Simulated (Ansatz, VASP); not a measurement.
## Two plane-wave programs on Mn

Contents of INCAR:

```
ALGO = Normal ; EDIFF = 1E-6
EDIFFG = -0.01 ; ENCUT = 600
GGA = PE ; IBRION = 2
ISIF = 3 ; ISMEAR = 0
LASPH = True ; LCHARG = False
LREAL = False ; LWAVE = False
NELM = 60 ; NSW = 80
PREC = Accurate ; SIGMA = 0.1
```

Contents of KPOINTS:

```
k-points
0
Gamma
  20 20 20
```

File POSCAR:

```
Mn
1.0
    0.0000000000      1.7503523121      1.7503523121
    1.7503523121      0.0000000000      1.7503523121
    1.7503523121      1.7503523121      0.0000000000
Mn
1
Direct
    0.0000000000      0.0000000000      0.0000000000
```

Input for Ansatz:

```yaml
crystal:
  lattice:
    - [0.0, 1.7503523121, 1.7503523121]
    - [1.7503523121, 0.0, 1.7503523121]
    - [1.7503523121, 1.7503523121, 0.0]
  atoms:
    - { symbol: Mn, position: [0.0, 0.0, 0.0] }
basis:
  ecutwfc: 420
kpoints:
  mp_grid: { grid: [20, 20, 20] }
hamiltonian:
  xc: pbe
scf:
  occupations: { method: gaussian, width: 0.1 }
output:
  forces: true
  stress: true
  eigenvalues: true
relax:
  adjacent_minimum: "off"
  f_tol: 0.01
  max_steps: 60
  cell: { stress_tol: 0.1 }
```

Alike in both runs: task relaxation of cell and atoms; functional PBE; k mesh 20 × 20 × 20; occupations gaussian, width 0.1 eV; no spin polarisation.

|  | VASP | Ansatz |
| --- | --- | --- |
| version | VASP 6.6.1 | Ansatz 0.2.0 |
| potentials or method | VASP PAW PBE potentials, release 64 (Mn_pv), cutoff 600 eV | scalar-relativistic, plane waves, PAW |
| valence electrons in the cell | 13 | 15 |

Ansatz gave:

- gap on the k mesh at the Fermi level, each at its own relaxed structure (eV): none
- relaxed volume (Å³/atom): 10.74
- relaxed cell length with the largest relative difference (Å): 2.477

Question: What did VASP give for the same quantities?

Answer: gap on the k mesh at the Fermi level, each at its own relaxed structure (eV): none; relaxed volume (Å³/atom): 10.73; relaxed cell length with the largest relative difference (Å): 2.476.

A gap of «none» marks a metal or a gap that the smearing closes. VASP's potentials hold 13 valence electrons a cell and Ansatz's 15, so a difference there can come from the potentials and not from the codes.
